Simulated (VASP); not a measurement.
# CdS in VASP: single point with PBE

Aim: the single point of CdS with PBE.

All numbers are computed with VASP 6.6.1; they aren't measurements. Logs are shortened: lines on timing, memory, paths and dates and some standing lists are left out, and cuts for length are marked.

## Step 1: The cell of the first run

The cell holds a wire or tube with vacuum around it, 4 atoms: a = 11.400 Å, b = 9.300 Å, c = 4.619 Å, α = 90.00°, β = 90.00°, γ = 90.00°.

## Step 2: Single point, PBE, collinear spin

INCAR reads:

```
PREC     = Accurate       # precision mode
ENCUT    = 520            # plane-wave cutoff, eV
EDIFF    = 1E-6           # SCF threshold, eV
ISMEAR   = 0              # smearing method
SIGMA    = 0.05           # smearing width, eV
LREAL    = False          # projectors in reciprocal space
LASPH    = True           # aspherical terms in the spheres
NELM     = 150            # most SCF steps
ALGO     = Normal         # electronic algorithm
ISIF     = 2              # what is computed and relaxed
LWAVE    = False          # write WAVECAR
LCHARG   = True           # write CHGCAR
ISPIN    = 2              # spin polarisation
MAGMOM   = 0.5 0.5 0.5 0.5 # initial moments
LORBIT   = 11             # projections on sites
GGA      = PE             # functional
LELF     = True           # ELF
LVHAR    = True         
NBANDS   = 30             # bands
```

KPOINTS reads:

```
Automatic mesh
0
Gamma
  1 1 14
```

POSCAR reads:

```
CdS
1.0
   11.4000000000      0.0000000000      0.0000000000
    0.0000000000      9.3000000000      0.0000000000
    0.0000000000      0.0000000000      4.6191889250
Cd S
2 2
Direct
    0.3936370971      0.5000000000      0.0000000000
    0.6063629029      0.5000000000      0.5000000000
    0.3936370971      0.5000000000      0.5000000000
    0.6063629029      0.5000000000      0.0000000000
```

Potentials or basis: VASP PAW PBE potentials, release 64 (Cd, S).

Run with:

```sh
$ cat potpaw_PBE.64/Cd/POTCAR potpaw_PBE.64/S/POTCAR > POTCAR
$ mpirun -np 1 vasp_std > vasp.out
```

OUTCAR:

```text
PREC = Accurate
   ENCUT = 520
   EDIFF = 1E-6
   ISMEAR = 0
   LREAL = False
   LASPH = True
   NELM = 150
   ISIF = 2
   ISPIN = 2
   LORBIT = 11
   GGA = PE

 ion  position               nearest neighbor table
   1  0.394  0.500  0.000-   3 2.31   3 2.31   4 2.43   2 3.35   2 3.35
   2  0.606  0.500  0.500-   4 2.31   4 2.31   3 2.43   1 3.35   1 3.35
   3  0.394  0.500  0.500-   1 2.31   1 2.31   2 2.43
   4  0.606  0.500  0.000-   2 2.31   2 2.31   1 2.43

  LATTYP: Found a simple orthorhombic cell.
 ALAT       =     4.6191889250
 B/A-ratio  =     2.0133404697
 C/A-ratio  =     2.4679657371

  Lattice vectors:

 A1 = (   0.0000000000,   0.0000000000,  -4.6191889250)
 A2 = (   0.0000000000,   9.3000000000,   0.0000000000)
 A3 = (  11.4000000000,   0.0000000000,   0.0000000000)

Analysis of symmetry for initial positions (statically):
=====================================================================
 Subroutine PRICEL returns:
 Original cell was already a primitive cell.

 Routine SETGRP: Setting up the symmetry group for a
 simple orthorhombic supercell.

 Subroutine GETGRP returns: Found  8 space group operations
 (whereof  4 operations were pure point group operations)
 out of a pool of  8 trial point group operations.

The static configuration has the point symmetry C_2v.
 The point group associated with its full space group is D_2h.

Analysis of symmetry for dynamics (positions and initial velocities):
=====================================================================
 Subroutine PRICEL returns:
 Original cell was already a primitive cell.

 Routine SETGRP: Setting up the symmetry group for a
 simple orthorhombic supercell.

 Subroutine GETGRP returns: Found  8 space group operations
 (whereof  4 operations were pure point group operations)
 out of a pool of  8 trial point group operations.

The dynamic configuration has the point symmetry C_2v.
 The point group associated with its full space group is D_2h.

Analysis of structural, dynamic, and magnetic symmetry:
=====================================================================
 Subroutine PRICEL returns:
 Original cell was already a primitive cell.

 Routine SETGRP: Setting up the symmetry group for a
 simple orthorhombic supercell.

 Subroutine GETGRP returns: Found  8 space group operations
 (whereof  4 operations were pure point group operations)
 out of a pool of  8 trial point group operations.

The overall configuration has the point symmetry C_2v.
 The point group associated with its full space group is D_2h.

 Subroutine INISYM returns: Found  8 space group operations
 (whereof  4 operations are pure point group operations),
 and found     1 'primitive' translations

----------------------------------------------------------------------------------------

                                     Primitive cell

  volume of cell :     489.7264

  direct lattice vectors                    reciprocal lattice vectors
    11.400000000  0.000000000  0.000000000     0.087719298  0.000000000  0.000000000
     0.000000000  9.300000000  0.000000000     0.000000000  0.107526882  0.000000000
     0.000000000  0.000000000  4.619188925     0.000000000  0.000000000  0.216488223

  length of vectors
    11.400000000  9.300000000  4.619188925     0.087719298  0.107526882  0.216488223

  position of ions in fractional coordinates (direct lattice)
     0.393637097  0.500000000  0.000000000
     0.606362903  0.500000000  0.500000000
     0.393637097  0.500000000  0.500000000
     0.606362903  0.500000000  0.000000000

  ion indices of the primitive-cell ions
   primitive index   ion index
                 1           1
                 2           2
                 3           3
                 4           4

----------------------------------------------------------------------------------------

 KPOINTS: Automatic mesh

Automatic generation of k-mesh.
 Grid dimensions read from file:
 generate k-points for:    1    1   14

 Generating k-lattice:

  Cartesian coordinates                     Fractional coordinates (reciprocal lattice)
     0.087719298  0.000000000  0.000000000     1.000000000  0.000000000  0.000000000
     0.000000000  0.107526882  0.000000000     0.000000000  1.000000000  0.000000000
     0.000000000  0.000000000  0.015463444     0.000000000  0.000000000  0.071428571

  Length of vectors
     0.087719298  0.107526882  0.015463444

  Shift w.r.t. Gamma in fractional coordinates (k-lattice)
     0.000000000  0.000000000  0.000000000

 Subroutine IBZKPT returns following result:
 ===========================================

 Found      8 irreducible k-points:

 Following reciprocal coordinates:
            Coordinates               Weight
  0.000000  0.000000  0.000000      1.000000
  0.000000  0.000000  0.071429      2.000000
  0.000000  0.000000  0.142857      2.000000
  0.000000  0.000000  0.214286      2.000000
  0.000000  0.000000  0.285714      2.000000
  0.000000  0.000000  0.357143      2.000000
  0.000000  0.000000  0.428571      2.000000
  0.000000  0.000000  0.500000      1.000000
   k-points           NKPTS =      8   k-points in BZ     NKDIM =      8   number of bands    NBANDS=     30
   number of dos      NEDOS =    301   number of ions     NIONS =      4
   total plane-waves  NPLWV = 226800
   dimension x,y,z NGX =    90 NGY =   70 NGZ =   36
   dimension x,y,z NGXF=   180 NGYF=  140 NGZF=   72
   ions per type =               2   2
   NGX,Y,Z   is equivalent  to a cutoff of  13.12, 12.51, 12.96 a.u.
   NGXF,Y,Z  is equivalent  to a cutoff of  26.25, 25.03, 25.91 a.u.
 SYSTEM =  unknown system
   PREC   = accura    normal or accurate (medium, high low for compatibility)
   ISTART =      0    job   : 0-new  1-cont  2-samecut
   ICHARG =      2    charge: 1-file 2-atom 10-const
   ISPIN  =      2    spin polarized calculation?
   LNONCOLLINEAR =      F non collinear calculations
   LSORBIT =      F    spin-orbit coupling
   LASPH  =      T    aspherical Exc in radial PAW
   ENCUT  =  520.0 eV  38.22 Ry    6.18 a.u.  21.20 17.29  8.59*2*pi/ulx,y,z
   NELM   =    150;   NELMIN=  2; NELMDL= -5     # of ELM steps
   EDIFF  = 0.1E-05   stopping-criterion for ELM
   LREAL  =      F    real-space projection
   EDIFFG = 0.1E-04   stopping-criterion for IOM
   NSW    =      0    number of steps for IOM
   IBRION =     -1    ionic relax: 0-MD 1-quasi-New 2-CG
   NFREE  =      0    steps in history (QN), initial steepest desc. (CG)
   ISIF   =      2    stress and relaxation
   ISYM   =      2    0-nonsym 1-usesym 2-fastsym
   POTIM  = 0.5000    time-step for ionic-motion
   TEBEG  =    0.0;   TEEND  =   0.0 temperature during run
   PSTRESS=    0.0 pullay stress
   NELECT =      36.0000    total number of electrons
   NUPDOWN=      -1.0000    fix difference up-down
   EMIN   =  10.00;   EMAX   =-10.00  energy-range for DOS
   EFERMI =   0.00;   METHOD = LEGACY
   ISMEAR =     0;   SIGMA  =   0.05  broadening in eV -4-tet -1-fermi 0-gaus
   EFERMI_NEDOS =   21; number of points for ismear=-14 and -15
   IALGO  =     38    algorithm
   IMIX   =      4    mixing-type and parameters
     AMIX     =   0.40;   BMIX     =  1.00
     AMIX_MAG =   1.60;   BMIX_MAG =  1.00
  volume/ion in A,a.u.               =     122.43       826.21
  Fermi-wavevector in a.u.,A,eV,Ry     =   0.685790  1.295955  6.398928  0.470308
  Thomas-Fermi vector in A             =   1.765832
   LORBIT       =     11    0 simple, 1 ext, 2 COOP (PROOUT), +10 PAW based schemes
   GGA     = PE    functional components
   LHFCALC =     F    Hartree Fock is set to
   AEXX    =    0.0000 exact exchange contribution
   IVDW    =     0    specifies the selected vdW correction
   LEPSILON=     F    determine dielectric tensor
   LRPA    =     F    only Hartree local field effects (RPA)
 spin polarized calculation
 Gauss-broadening in eV      SIGMA  =   0.05
  energy-cutoff  :      520.00
  volume of cell :      489.73
 maximum number of plane-waves:     13223
 NGX is ok and might be reduce to    90
   NGX = 43   NGY = 35   NGZ = 17

 number of electron      35.9999998 magnetization       0.0001350

 number of electron      35.9999998 magnetization      -0.0000126

 Free energy of the ion-electron system (eV)
  ---------------------------------------------------
  ext. energy  EPLUGINS =         0.00000000
  ---------------------------------------------------
  free energy    TOTEN  =        -9.30726965 eV

  energy without entropy =       -9.30726965  energy(sigma->0) =       -9.30726965

 E-fermi :  -3.6694     XC(G=0):  -2.7847

 val. band max:       -3.9447716070   @ k =   0.0000   0.0000   0.3571
 cond. band min:      -2.3140472076   @ k =   0.0000   0.0000   0.0000
 fundamental gap:      1.6307243995
 Fermi energy:        -3.6694342623

 spin component 1

 k-point     1 :       0.0000    0.0000    0.0000
  band No.  band energies     occupation
      1     -16.8322      1.00000
      2     -16.3352      1.00000
      3     -12.1517      1.00000
      4     -12.0232      1.00000
      5     -11.8692      1.00000
      6     -11.7768      1.00000
[... 253 lines left out ...]
     29       3.8234      0.00000
     30       3.8263      0.00000
 Fermi energy:        -3.6694342623

 spin component 2

 k-point     1 :       0.0000    0.0000    0.0000
  band No.  band energies     occupation
      1     -16.8322      1.00000
      2     -16.3352      1.00000
      3     -12.1517      1.00000
      4     -12.0232      1.00000
      5     -11.8692      1.00000
      6     -11.7768      1.00000
[... 253 lines left out ...]
     29       3.8271      0.00000
     30       3.8271      0.00000

------------------------ aborting loop because EDIFF is reached ----------------------------------------

  FORCE on cell =-STRESS in cart. coord.  units (eV):
  Direction    XX          YY          ZZ          XY          YZ          ZX
  --------------------------------------------------------------------------------------
  -------------------------------------------------------------------------------------
  Total        7.2503647      0.0060969     13.5083309      0.0000000      0.0000000      0.0000000
  in kB       23.7201214      0.0199463     44.1935355      0.0000000      0.0000000      0.0000000
  external PRESSURE =      22.6445344 kB  Pullay stress =       0.0000000 kB

 VOLUME and BASIS-vectors are now :
 -----------------------------------------------------------------------------
  energy-cutoff  :      520.00
  volume of cell :      489.73
      direct lattice vectors                 reciprocal lattice vectors
    11.400000000  0.000000000  0.000000000     0.087719298  0.000000000  0.000000000
     0.000000000  9.300000000  0.000000000     0.000000000  0.107526882  0.000000000
     0.000000000  0.000000000  4.619188925     0.000000000  0.000000000  0.216488223

 POSITION                                       TOTAL-FORCE (eV/Angst)
 -----------------------------------------------------------------------------------
      4.48746      4.65000      0.00000        -1.230125      0.000000      0.000000
      6.91254      4.65000      2.30959         1.230125      0.000000      0.000000
      4.48746      4.65000      2.30959        -1.774740      0.000000      0.000000
      6.91254      4.65000      0.00000         1.774740      0.000000      0.000000
 -----------------------------------------------------------------------------------
    total drift:                               -0.000000     -0.000000      0.000000

  FREE ENERGIE OF THE ION-ELECTRON SYSTEM (eV)
  ---------------------------------------------------
  free  energy   TOTEN  =        -9.3072696510 eV

  energy  without entropy=       -9.3072696510  energy(sigma->0) =       -9.30726965

 total charge

# of ion       s       p       d       tot
------------------------------------------
    1        0.489   0.349   9.566  10.404
    2        0.489   0.349   9.566  10.404
    3        1.322   2.454   0.000   3.776
    4        1.322   2.454   0.000   3.776
--------------------------------------------------
tot          3.622   5.606  19.131  28.360

 magnetization (x)

# of ion       s       p       d       tot
------------------------------------------
    1       -0.000  -0.000   0.000  -0.000
    2       -0.000  -0.000   0.000  -0.000
    3        0.000   0.000   0.000   0.000
    4        0.000   0.000   0.000   0.000
--------------------------------------------------
tot          0.000   0.000   0.000   0.000
```

Wall time 9.4 min (1 thread of Intel Xeon 8259CL, shared host); peak memory 0.74 GiB.

What came out:

```
Free energy                                           : -9.3073 eV
Largest force                                         : 1.775 eV/Å
Band gap on the k mesh                                : 1.63 eV (least direct gap 2.35 eV)
Net moment                                            : 0.00 μB per cell
Valence electrons inside the program's atomic spheres : Cd 10.40; S 3.78
```

Forces in eV/Å, atoms in the order of the input:
```
Cd  -1.230  0.000  0.000
Cd   1.230  0.000  0.000
S   -1.775  0.000  0.000
S    1.775  0.000  0.000
```
